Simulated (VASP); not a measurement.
Write the native input for VASP 6.6.1 that does the following.

* Task: single point
* Functional: r2SCAN
* Potentials or basis: VASP PAW PBE potentials, release 64 (Cr_pv)
* Cutoff: 520 eV
* k mesh: 15 × 15 × 15
* Occupations: gaussian, width 1 eV
* Spin: no spin polarisation
* Dipole correction: no
* Further INCAR settings: ALGO = Normal; EDIFF = 1e-07; NBANDS = 12

Cr:

```
Cr
1.0
    -1.41496    1.41496    1.41496
     1.41496   -1.41496    1.41496
     1.41496    1.41496   -1.41496
Cr
1
Direct
  0.00000 0.00000 0.00000
```

These files were run (other wordings do the same):

POSCAR

```
Cr
1.0
   -1.4149597590      1.4149597590      1.4149597590
    1.4149597590     -1.4149597590      1.4149597590
    1.4149597590      1.4149597590     -1.4149597590
Cr
1
Direct
    0.0000000000      0.0000000000      0.0000000000
```

INCAR.step1

```
SYSTEM = Cr
ALGO = Normal
EDIFF = 1E-4
ENCUT = 520
GGA = PE
ISMEAR = 0
LASPH = .TRUE.
LCHARG = .FALSE.
LREAL = .FALSE.
LWAVE = .TRUE.
NBANDS = 12
NELM = 80
PREC = Accurate
SIGMA = 1.0
```

INCAR.step2

```
SYSTEM = Cr
ALGO = Normal
EDIFF = 1E-7
ENCUT = 520
ISIF = 2
ISMEAR = 0
ISTART = 1
LASPH = .TRUE.
LCHARG = .TRUE.
LELF = .TRUE.
LMIXTAU = .TRUE.
LREAL = .FALSE.
LVHAR = .TRUE.
LWAVE = .FALSE.
METAGGA = R2SCAN
NBANDS = 12
NELM = 80
PREC = Accurate
SIGMA = 1.0
```

KPOINTS

```
k-points
0
G
  15 15 15
  0 0 0
```

Potentials or basis: VASP PAW PBE potentials, release 64 (Cr_pv).

Command:

```sh
$ cat potpaw_PBE.64/Cr_pv/POTCAR > POTCAR
$ cp INCAR.step1 INCAR
$ mpirun -np 1 vasp_std > vasp.out
$ cp INCAR.step2 INCAR
$ mpirun -np 1 vasp_std > vasp.out
```

It gave:

```
Pressure               : 4.1 GPa
Band gap on the k mesh : zero (band 6 reaches 13.71 eV, above the bottom of band 7 at 10.28 eV)
```

Caveat: the PAW data sets were made with another functional, which shifts forces and pressure a little; the run has no spin polarisation, though such a crystal can be magnetic.

Run time: 40 s on 1 thread of Intel Xeon 6975P-C, with other jobs on the host, peak memory 0.13 GiB.
